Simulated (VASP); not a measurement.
Here is a VASP 6.6.1 calculation.

Contents of INCAR:

```
SYSTEM = BaS
  ALGO = Normal
  EDIFF = 1E-6
  ENCUT = 520
  GGA = PE
  ISIF = 2
  ISMEAR = 0
  LASPH = .True.
  LCHARG = .False.
  LREAL = .False.
  LWAVE = .False.
  NBANDS = 15
  NELM = 80
  PREC = Accurate
  SIGMA = 0.01
```

File KPOINTS:

```
k-points
0
Gamma
  4 4 4
  0 0 0
```

Contents of POSCAR:

```
BaS
1.0
    0.0000000000      3.4138294178      3.6925827878
    3.4138294178      0.0000000000      3.6925827878
    3.4138294178      3.4138294178      0.0000000000
Ba S
1 1
Direct
    0.0000000000      0.0000000000      0.0000000000
    0.2500000000      0.2500000000      0.2500000000
```

Potentials or basis: VASP PAW PBE potentials, release 64 (Ba_sv, S).

Run with:

```console
$ cat potpaw_PBE.64/Ba_sv/POTCAR potpaw_PBE.64/S/POTCAR > POTCAR
$ mpirun -np 1 vasp_std > vasp.out
```

**Question.** Predict the band gap on the k mesh.

**Answer.** 2.73 eV (least direct gap 3.27 eV).

**Question.** Predict the pressure.

**Answer.** 0.6 GPa.

Stress tensor (GPa, compression positive):
```
0.77 0.00 0.00
0.00 0.77 0.00
0.00 0.00 0.36
```

Caveat: the cell differs from its parent crystal (epitaxial xy strain -3.0%); spin-orbit coupling is left out, which moves the levels of the heavy elements. A k mesh can miss the band edges.
